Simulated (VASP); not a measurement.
Runs of VASP 6.6.1 on Sn. The structure is that of space group I4_1/amd (No. 141), or close to it. The cells are those of the table. 

```csv
task,level,potentials or basis,cell,k mesh,cutoff (eV),mended,gap on the mesh (eV),pressure (GPa)
single point,PBE,"VASP PAW PBE potentials, release 64 (Sn_d)","a = 4.659 Å, angles 96.7, 96.7, 140.1°, 2 atoms",14 × 14 × 14,520,-,none,-2.7
single point,PBE,"VASP PAW PBE potentials, release 64 (Sn_d)","a = 4.401 Å, angles 97.4, 97.4, 137.8°, 2 atoms",14 × 14 × 14,520,-,none,3.4
single point,PBE,"VASP PAW PBE potentials, release 64 (Sn_d)","a = 4.537 Å, angles 97.4, 97.4, 137.8°, 2 atoms",14 × 14 × 14,520,-,none,(b)
single point,PBE,"VASP PAW PBE potentials, release 64 (Sn_d)","a = 4.516 Å, angles 98.2, 98.2, 135.7°, 2 atoms",14 × 14 × 14,520,-,none,-1.8
single point,PBE,"VASP PAW PBE potentials, release 64 (Sn_d)","a = 4.493 Å, angles 97.4, 97.4, 137.8°, 2 atoms",14 × 14 × 14,520,-,none,(a)
single point,PBE,"VASP PAW PBE potentials, release 64 (Sn_d)","a = 4.448 Å, angles 97.4, 97.4, 137.8°, 2 atoms",14 × 14 × 14,520,-,none,1.5
single point,LDA,"VASP PAW LDA potentials, release 64 (Sn_d)","a = 4.493 Å, angles 97.4, 97.4, 137.8°, 2 atoms",18 × 18 × 18,500,yes,none,-4.0
relaxation of shape and atoms at fixed volume,PBE,"VASP PAW PBE potentials, release 64 (Sn_d)","relaxed from a = 4.401 Å, angles 97.4, 97.4, 137.8°, 2 atoms",14 × 14 × 14,600,-,none,3.4
```

Alike in all rows: no spin polarisation; smearing gaussian 0.1 eV.

Q: Estimate the missing entries.

A: (a) -0.1; (b) -1.4.

Caveats: spin-orbit coupling is left out, which moves the levels of the heavy elements; the cell stands under pressure (at least some runs); the cell stands under tension (at least some runs); the relaxation stopped at its first step, so nothing moved (at least some runs).

A k mesh can miss the band edges, and the runs leave out spin-orbit coupling on Sn.

A gap of «none» marks levels without a gap at the run's occupations.
